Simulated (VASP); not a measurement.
The system is MgSe.

```
Mg Se
1.0
     0.00000    2.73627    2.73627
     2.73627    0.00000    2.73627
     2.73627    2.73627    0.00000
Mg Se
1 1
Direct
  0.00000 0.00000 0.00000
  0.50000 0.50000 0.50000
```

Base run:

- Program: VASP 6.6.1
- Functional: r2SCAN
- Potentials or basis: VASP PAW PBE potentials, release 64 (Mg, Se)
- Cutoff: 660 eV
- k mesh: 6 × 6 × 6
- Occupations: gaussian, width 0.01 eV
- Spin: no spin polarisation

Its results: band gap on the k mesh 2.44 eV (least direct gap 3.41 eV); pressure -0.3 GPa.

Task: After a change of settings the same cell gave: band gap on the k mesh 2.99 eV (least direct gap 3.94 eV); pressure -0.9 GPa. Which change was it?
A. functional from r2SCAN to PBE-based screened hybrid with 35 % exact exchange; cutoff from 660 eV to 520 eV; k mesh from 6 × 6 × 6 to 4 × 4 × 4
B. functional from r2SCAN to HF; cutoff from 660 eV to 520 eV; k mesh from 6 × 6 × 6 to 4 × 4 × 4
C. dispersion from none to D3(BJ)
D. dispersion from none to rVV10

Result: A.

Caveats: some runs use coarse meshes; the PAW data sets were made with another functional, which shifts forces and pressure a little.
